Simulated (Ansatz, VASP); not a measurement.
One calculation of MgAs2C, two programs

Contents of INCAR:

```
SYSTEM = MgAs2C
ALGO     = Normal         ! electronic algorithm
EDIFF    = 1E-7           ! SCF threshold, eV
ENCUT    = 520            ! plane-wave cutoff, eV
GGA      = PE             ! functional
ISIF     = 2              ! what is computed and relaxed
ISMEAR   = -1             ! smearing method
LASPH    = .True.         ! aspherical terms in the spheres
LCHARG   = .False.        ! write CHGCAR
LREAL    = .False.        ! projectors in reciprocal space
LWAVE    = .False.        ! write WAVECAR
NBANDS   = 16             ! bands
NELM     = 80             ! most SCF steps
PREC     = Accurate       ! precision mode
SIGMA    = 0.02           ! smearing width, eV
```

KPOINTS

```
k-points
0
Gamma
  6 6 2
  0 0 0
```

File POSCAR:

```
MgAs2C
1.0
    3.0514594815      0.0000000000      0.0000000000
    0.0000000000      3.0514594815      0.0000000000
    0.0000000000      0.0000000000      7.8321633408
Mg As C
1 2 1
Direct
    0.0000000000      0.0000000000      0.0000000000
    0.0000000000      0.5000000000      0.3377466640
    0.5000000000      0.0000000000      0.6622533360
    0.5000000000      0.5000000000      0.5000000000
```

Input for Ansatz:

```yaml
crystal:
  lattice:
    - [3.0514594815, 0.0, 0.0]
    - [0.0, 3.0514594815, 0.0]
    - [0.0, 0.0, 7.8321633408]
  atoms:
    - { symbol: Mg, position: [0.0, 0.0, 0.0] }
    - { symbol: As, position: [0.0, 0.5, 0.337746664] }
    - { symbol: C, position: [0.5, 0.5, 0.5] }
    - { symbol: As, position: [0.5, 0.0, 0.662253336] }
kpoints:
  mp_grid: { grid: [6, 6, 2] }
hamiltonian:
  xc: pbe
scf:
  occupations: { method: fermi_dirac, width: 0.02 }
  n_extra_bands: 5
output:
  forces: true
  stress: true
  eigenvalues: true
```

Alike in both runs: task single point; functional PBE; k mesh 6 × 6 × 2; occupations fermi-dirac, width 0.02 eV; no spin polarisation.

```csv
,VASP,Ansatz
version,VASP 6.6.1,Ansatz 0.2.0
potentials or method,"VASP PAW PBE potentials, release 64 (Mg, As, C)","plane waves, PAW"
plane-wave cutoff (eV),520,420
valence electrons in the cell,16,44
```

```tsv
	VASP	Ansatz	Ansatz less VASP
pressure (GPa)	2.8	2.5	-0.38
rms of the force components (eV/Å)	0.149	0.105	-0.0431
```

VASP's potentials hold 16 valence electrons a cell and Ansatz's 44, so a difference there can come from the potentials and not from the codes.

The k mesh is coarse, so the values compare programs but aren't converged.
